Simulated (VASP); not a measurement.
A run of VASP 6.6.1 is set up as follows.

POSCAR

```
Zn
1.0
    2.6287480040      0.0000000000      0.0000000000
    0.0000000000      2.6287480040      0.0000000000
    0.0000000000      0.0000000000      2.6287480040
Zn
1
Direct
    0.0000000000      0.0000000000      0.0000000000
```

Contents of INCAR.step1:

```
PREC = Accurate
ENCUT = 520
EDIFF = 1E-5
ISMEAR = -1
SIGMA = 0.1
LREAL = False
LASPH = True
NELM = 80
ALGO = Normal
ISIF = 2
LWAVE = True
LCHARG = False
GGA = PE
NBANDS = 12
```

INCAR.step2

```
PREC = Accurate
ENCUT = 520
EDIFF = 1E-6
ISMEAR = -1
SIGMA = 0.1
LREAL = False
LASPH = True
NELM = 80
ALGO = Normal
ISIF = 2
LWAVE = False
LCHARG = False
GGA = PE
LHFCALC = True
HFSCREEN = 0.2079
PRECFOCK = Normal
ISTART = 1
NBANDS = 12
```

The input KPOINTS:

```
Automatic mesh
0
Gamma
  6 6 6
```

Potentials or basis: VASP PAW PBE potentials, release 64 (Zn).

Launch:

```sh
$ cat potpaw_PBE.64/Zn/POTCAR > POTCAR
$ cp INCAR.step1 INCAR
$ mpirun -np 1 vasp_std > vasp.out
$ cp INCAR.step2 INCAR
$ mpirun -np 1 vasp_std > vasp.out
```

**Question.** What does it give for the band gap on the k mesh?

**Answer.** Zero (band 6 reaches 8.01 eV, above the bottom of band 7 at -1.37 eV).

**Question.** Estimate the pressure.

**Answer.** 2.2 GPa.

Caveat: the k points lie up to 0.40 Å⁻¹ apart; the PAW data sets were made with another functional, which shifts forces and pressure a little.
